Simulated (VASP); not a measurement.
SnSe2:

```xyz
3
Lattice="3.8110 0.0000 0.0000 -1.9055 3.3004 0.0000 0.0000 0.0000 6.1360" Properties=species:S:1:pos:R:3 pbc="T T T"
Sn    0.0000    0.0000    0.0000
Se    0.0000    2.2003    1.5279
Se    1.9055    1.1001    4.6081
```

Base run:

| Quantity | Value |
| --- | --- |
| Program | VASP 6.6.1 |
| Functional | RPBE |
| Potentials or basis | VASP PAW PBE potentials, release 64 (Sn_d, Se) |
| Cutoff | 500 eV |
| k mesh | 6 × 6 × 4 |
| Occupations | gaussian, width 0.01 eV |
| Spin | no spin polarisation |

Its results: band gap on the k mesh 0.89 eV, indirect (least direct gap 1.22 eV); pressure 7.5 GPa; largest force 0.840 eV/Å.

Question: The run is repeated on the same cell with these changes: functional from RPBE to revPBE. What comes out?

Answer: Band gap on the k mesh 0.87 eV, indirect (least direct gap 1.19 eV); pressure 7.0 GPa; largest force 0.825 eV/Å.

Caveats: the PAW data sets were made with another functional, which shifts forces and pressure a little; spin-orbit coupling is left out, which moves the levels of the heavy elements; this functional lacks dispersion, which binds the layers, so the pressure and a relaxed spacing across them are unreliable.

A k mesh can miss the band edges.
